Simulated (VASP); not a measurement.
A run of VASP 6.6.1 is set up as follows.

File INCAR:

```
PREC = Accurate
ENCUT = 520
EDIFF = 1E-7
ISMEAR = -1
SIGMA = 0.1
LREAL = False
LASPH = True
NELM = 100
ALGO = Normal
ISIF = 2
LWAVE = False
LCHARG = False
GGA = PS
NBANDS = 59
```

Contents of KPOINTS:

```
regular mesh
0
Gamma
  5 5 5
```

The input POSCAR:

```
BaVO4
1.0
   -3.8119501562      3.8119501562      3.4182581751
    3.8119501562     -3.8119501562      3.4182581751
    3.8119501562      3.8119501562     -3.4182581751
Ba V O
2 2 8
Direct
    0.8750000000      0.1250000000      0.7500000000
    0.1250000000      0.8750000000      0.2500000000
    0.6250000000      0.3750000000      0.2500000000
    0.3750000000      0.6250000000      0.7500000000
    0.6442696460      0.2200238960      0.4242457500
    0.2200238960      0.2957781460      0.5757542500
    0.2957781460      0.2200238960      0.0757542500
    0.2200238960      0.6442696460      0.9242457500
    0.3557303540      0.7799761040      0.5757542500
    0.7799761040      0.3557303540      0.0757542500
    0.7042218540      0.7799761040      0.9242457500
    0.7799761040      0.7042218540      0.4242457500
```

Potentials or basis: VASP PAW PBE potentials, release 64 (Ba_sv, V_sv, O).

The run is started by

```bash
$ cat potpaw_PBE.64/Ba_sv/POTCAR potpaw_PBE.64/V_sv/POTCAR potpaw_PBE.64/O/POTCAR > POTCAR
$ mpirun -np 1 vasp_std > vasp.out
```

What does it give for the largest force?

0.047 eV/Å.

Estimate the pressure.

6.5 GPa.

Estimate the band gap on the k mesh.

zero (bands 47 and 48 overlap by 0.31 eV).

Forces on the atoms (eV/Å):
```
Ba   0.000  0.000  0.000
Ba   0.000  0.000  0.000
V    0.000  0.000  0.000
V    0.000  0.000  0.000
O    0.000  0.046 -0.007
O   -0.046  0.000 -0.007
O    0.000 -0.046 -0.007
O    0.046  0.000 -0.007
O    0.000 -0.046  0.007
O   -0.046  0.000  0.007
O    0.000  0.046  0.007
O    0.046  0.000  0.007
```

Caveat: the cell stands under pressure; the PAW data sets were made with another functional, which shifts forces and pressure a little; spin-orbit coupling is left out, which moves the levels of the heavy elements; the run has no spin polarisation, though such a crystal can be magnetic; semilocal functionals often make such compounds metallic where correlation or magnetic order opens a gap, which also shifts bond lengths. With open d or f shells a metallic result of PBEsol can be an artefact of self-interaction; +U or a hybrid may open a gap.
